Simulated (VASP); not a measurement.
Input of a VASP 6.6.1 run:

Contents of INCAR:

```
SYSTEM = CdSe
PREC = Accurate
ENCUT = 520
EDIFF = 1E-7
ISMEAR = -1
SIGMA = 0.08
LREAL = .False.
LASPH = .True.
NELM = 100
ALGO = Normal
ISIF = 2
LWAVE = .False.
LCHARG = .True.
GGA = PS
LELF = .True.
LVHAR = .True.
NBANDS = 16
```

File KPOINTS:

```
regular mesh
0
Gamma
  11 11 11
  0 0 0
```

The input POSCAR:

```
CdSe
1.0
    0.0000000000      2.6206194889      2.6206194889
    2.6206194889      0.0000000000      2.6206194889
    2.6206194889      2.6206194889      0.0000000000
Cd Se
1 1
Direct
    0.0000000000      0.0000000000      0.0000000000
    0.2500000000      0.2500000000      0.2500000000
```

Potentials or basis: VASP PAW PBE potentials, release 64 (Cd, Se).

Command:

```bash
$ cat potpaw_PBE.64/Cd/POTCAR potpaw_PBE.64/Se/POTCAR > POTCAR
$ mpirun -np 1 vasp_std > vasp.out
```

Task: What does it give for the pressure?

Result: 68.3 GPa.

Task: Estimate the band gap on the k mesh.

Result: 1.21 eV, direct.

Caveat: the PAW data sets were made with another functional, which shifts forces and pressure a little.
